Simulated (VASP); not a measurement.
## BN: single point with PBE

BN:

```
CELL_PARAMETERS angstrom
2.55394 0.00000 0.00000
-1.27697 2.21178 0.00000
0.00000 0.00000 4.22685
ATOMIC_POSITIONS crystal
B 0.43174 0.33333 0.92875
B 0.33333 0.66667 0.49972
N 0.66667 0.33333 0.62528
N 0.33333 0.66667 0.12528
```

This cell differs from its parent crystal: atom 1 (B) moved by (-0.600, -0.300) A along x and z.

| Item | Value |
| --- | --- |
| Program | VASP 6.6.1 |
| Task | single point |
| Functional | PBE |
| Potentials or basis | VASP PAW PBE potentials, release 64 (B, N) |
| Cutoff | 520 eV |
| k mesh | 12 × 12 × 6 |
| Occupations | gaussian, width 0.05 eV |
| Spin | no spin polarisation |
| Dipole correction | no |
| Further INCAR settings | ALGO = Normal; EDIFF = 1e-07; NBANDS = 16 |

```json
{
 "Pressure": "33.4 GPa",
 "Largest force": "8.638 eV/Å",
 "Band gap on the k mesh": "0.83 eV (least direct gap 2.27 eV)"
}
```

Forces in eV/Å, atoms in the order of the input:
```
B    5.014 -4.542  5.372
B   -0.327  0.419 -4.036
N   -1.620 -0.158 -3.028
N   -3.068  4.281  1.692
```

Stress tensor (GPa, compression positive):
```
46.84  9.06  0.92
 9.06 29.29 16.56
 0.92 16.56 24.04
```

Levels at points of the mesh, in eV from the valence-band top:
```csv
k point,band 6,band 7,band 8,band 9,band 10,band 11
"(0.00, 0.00, 0.00)",-4.11,-1.14,-0.14,4.18,5.57,6.88
"(0.50, 0.00, 0.00)",-7.42,-6.56,-2.80,2.22,3.67,6.44
"(0.00, 0.50, 0.00)",-7.74,-7.00,-1.44,0.83,4.31,8.70
"(0.50, 0.50, 0.00)",-7.55,-7.17,-1.67,2.86,4.85,8.28
"(0.00, 0.00, 0.50)",-4.57,-2.31,0.00,3.31,5.33,6.74
"(0.50, 0.00, 0.50)",-7.05,-4.67,-3.10,2.49,3.63,5.02
"(0.00, 0.50, 0.50)",-6.70,-5.37,-1.68,1.10,3.71,6.02
"(0.50, 0.50, 0.50)",-6.52,-5.51,-2.35,2.13,3.42,7.06
```

Run time: 4.1 min on 1 thread of Intel Xeon 8259CL (shared host), peak memory 0.24 GiB.

Caveat: the cell differs from its parent crystal (atom 1 (B) moved by (-0.600, -0.300) A along x and z); the cell stands under pressure; forces of over 1 eV/Å act on the atoms, so gaps and moduli don't describe the material at rest. A k mesh can miss the band edges.
